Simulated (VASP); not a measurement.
Crystal: Ba.

```xyz
2
Lattice="4.4545 0.0000 0.0000 -2.2272 3.8577 0.0000 0.0000 0.0000 7.2742" Properties=species:S:1:pos:R:3 pbc="T T T"
Ba    0.0000    2.5718    1.8185
Ba    2.2272    1.2859    5.4556
```

This isn't the form of Ba at room conditions, which is bcc.

```yaml
Program: VASP 6.6.1
Task: relaxation of cell and atoms
Functional: BLYP
Potentials_or_basis: VASP PAW PBE potentials, release 64 (Ba_sv)
Cutoff: 600 eV
k_mesh: 8 × 8 × 5
Occupations: fermi-dirac, width 0.1 eV
Spin: no spin polarisation
```

At the start: pressure 0.7 GPa; volume 62.50 Å³/atom.

Q: How do energy, volume and symmetry change on relaxing?

A: Over 3 steps the energy falls by 9.6 meV/atom and the volume is 67.46 Å³/atom (+7.9 %); space group P6_3/mmc (No. 194, to 0.1 Å) before and after.

Step by step:
```tsv
step	energy change (eV)	largest force (eV/Å)	pressure (GPa)	volume (Å³)
1	0.0000	0.0000	0.66	125.00
2	-0.0142	0.0000	0.32	129.69
3	-0.0192	0.0000	-0.01	134.93
```

Final structure:
```xyz
2
Lattice="4.5683 0.0000 0.0000 -2.2842 3.9563 0.0000 0.0000 0.0000 7.4656" Properties=species:S:1:pos:R:3 pbc="T T T"
Ba    0.0000    2.6375    1.8664
Ba    2.2842    1.3188    5.5992
```

Caveat: the PAW data sets were made with another functional, which shifts forces and pressure a little.
